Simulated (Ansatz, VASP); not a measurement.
# One calculation of SnSe2, two programs

```
CELL_PARAMETERS angstrom
3.81100 0.00000 0.00000
-1.90550 3.30042 0.00000
0.00000 0.00000 6.13600
ATOMIC_POSITIONS crystal
Sn 0.00000 0.00000 0.00000
Se 0.66667 0.33333 0.75100
Se 0.33333 0.66667 0.24900
```

Alike in both runs: task relaxation of cell and atoms; functional revPBE; dispersion D4; k mesh 8 × 8 × 5; occupations fermi-dirac, width 0.05 eV; no spin polarisation.

```csv
,VASP,Ansatz
version,VASP 6.6.1,Ansatz 0.2.0
potentials or method,"VASP PAW PBE potentials, release 64 (Sn_d, Se)",Ansatz PAW
plane-wave cutoff (eV),600,420
valence electrons in the cell,26,46
```

|  | VASP | Ansatz | Ansatz less VASP |
| --- | --- | --- | --- |
| relaxed volume (Å³/atom) | 24.97 | 24.94 | -0.024 |
| relaxed cell length with the largest relative difference (Å) | 3.829 | 3.827 | -0.0024 |

VASP's potentials were made for PBE, not for revPBE. VASP's potentials hold 26 valence electrons a cell and Ansatz's 46, so a difference there can come from the potentials and not from the codes.

Noted on Ansatz's run: the plane-wave basis is chosen anew once the cell has moved, so the energies of steps on either side of that aren't comparable.
